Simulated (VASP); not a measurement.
A run of VASP 6.6.1 is set up as follows.

File INCAR:

```
SYSTEM = CuC18
  PREC = Accurate
  ENCUT = 520
  EDIFF = 1E-6
  ISMEAR = -1
  SIGMA = 0.05
  LREAL = Auto
  LASPH = .True.
  NELM = 150
  ALGO = Normal
  ISIF = 2
  LWAVE = .False.
  LCHARG = .False.
  ISPIN = 2
  MAGMOM = 0 0 0 0 0 0 0 0 0 0 0 0 0 0 0 0 0 0 1
  LORBIT = 11
  LMAXMIX = 4
  GGA = PE
  NBANDS = 60
```

Contents of KPOINTS:

```
Automatic mesh
0
Gamma
  2 2 1
  0 0 0
```

Contents of POSCAR:

```
CuC18
1.0
    7.3980000000      0.0000000000      0.0000000000
   -3.6990000000      6.4068560000      0.0000000000
    0.0000000000      0.0000000000     13.0000000000
C Cu
18 1
Direct
    0.0005184638      0.0005579755      0.0757549609
    0.2223132562      0.1110269902      0.0748658625
   -0.0000320514      0.3333742316      0.0752539250
    0.2220416050      0.4443511285      0.0755791458
    0.0004558409      0.6666839280      0.0758709630
    0.2223369461      0.7780279013      0.0750732864
    0.3333110067      0.0000304412      0.0754182552
    0.5553136825      0.1110039795      0.0750695818
    0.3327862383      0.3328255379      0.0757524263
    0.5544436067      0.4420947919      0.0790638780
    0.3326201016      0.6666583399      0.0761962360
    0.5543763392      0.7789615477      0.0801245929
    0.6666830786      0.0007222956      0.0761927848
    0.8889900629      0.1113006747      0.0755757331
    0.6666573024      0.3328871605      0.0758648803
    0.8889306276      0.4444094162      0.0756700055
    0.6668381893      0.6664927324      0.0856635544
    0.8912448776      0.7788952692      0.0790770424
    0.6564063258      0.6774693579      0.2425486855
```

Potentials or basis: VASP PAW PBE potentials, release 64 (C, Cu).

Run with:

```console
$ cat potpaw_PBE.64/C/POTCAR potpaw_PBE.64/Cu/POTCAR > POTCAR
$ mpirun -np 1 vasp_std > vasp.out
```

Question: Estimate the site moments.

Answer: C -0.03, +0.03, -0.02, +0.04 (each value once); Cu +0.17 μB.

Question: Predict the band gap on the k mesh.

Answer: 0.05 eV (least direct gap 0.15 eV).

Question: Predict the largest force.

Answer: 0.034 eV/Å.

Forces in eV/Å, atoms in the order of the input:
```
C   -0.002  0.009  0.011
C   -0.007  0.002 -0.001
C    0.003  0.004 -0.009
C   -0.004  0.006 -0.001
C    0.000 -0.003  0.006
C    0.011 -0.007 -0.002
C    0.002 -0.004 -0.002
C    0.004 -0.005  0.002
C   -0.012 -0.003  0.007
C    0.003  0.000 -0.011
C   -0.008  0.004  0.004
C   -0.008  0.000 -0.017
C   -0.007 -0.004  0.002
C    0.008  0.005 -0.003
C    0.004 -0.001  0.004
C    0.010  0.002  0.003
C   -0.005  0.001 -0.016
C    0.004 -0.004 -0.011
Cu   0.003 -0.001  0.033
```

Caveat: the k points lie up to 0.49 Å⁻¹ apart; there is no dipole correction, which matters where the two faces differ.
